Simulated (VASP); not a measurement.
Input of a VASP 6.6.1 run:

INCAR

```
PREC     = Accurate       # precision mode
ENCUT    = 520            # plane-wave cutoff, eV
EDIFF    = 1E-7           # SCF threshold, eV
ISMEAR   = 0              # smearing method
SIGMA    = 0.02           # smearing width, eV
LREAL    = False          # projectors in reciprocal space
LASPH    = True           # aspherical terms in the spheres
NELM     = 60             # most SCF steps
ALGO     = Normal         # electronic algorithm
ISIF     = 2              # what is computed and relaxed
LWAVE    = False          # write WAVECAR
LCHARG   = False          # write CHGCAR
LDIPOL   = True         
IDIPOL   = 3            
DIPOL    = 0.5 0.5 0.500
GGA      = PE             # functional
IVDW     = 12             # dispersion correction
NBANDS   = 18             # bands
```

File KPOINTS:

```
Automatic mesh
0
Gamma
  9 9 1
```

File POSCAR:

```
PtS2
1.0
    3.4000000000      0.0000000000      0.0000000000
   -1.7000000000      2.9444863729      0.0000000000
    0.0000000000      0.0000000000     30.8254864268
S Pt
2 1
Direct
    0.6666666667      0.3333333333      0.4604061398
    0.3333333333      0.6666666667      0.5395938602
    0.0000000000      0.0000000000      0.5000000000
```

Potentials or basis: VASP PAW PBE potentials, release 64 (S, Pt).

Run with:

```bash
$ cat potpaw_PBE.64/S/POTCAR potpaw_PBE.64/Pt/POTCAR > POTCAR
$ mpirun -np 1 vasp_std > vasp.out
```

Estimate the band gap on the k mesh.

2.01 eV (least direct gap 2.08 eV).

Estimate the largest force.

1.557 eV/Å.

Forces on the atoms (eV/Å):
```
S    0.000  0.000 -1.557
S    0.000  0.000  1.557
Pt   0.000  0.000  0.000
```

Caveat: spin-orbit coupling is left out, which moves the levels of the heavy elements.
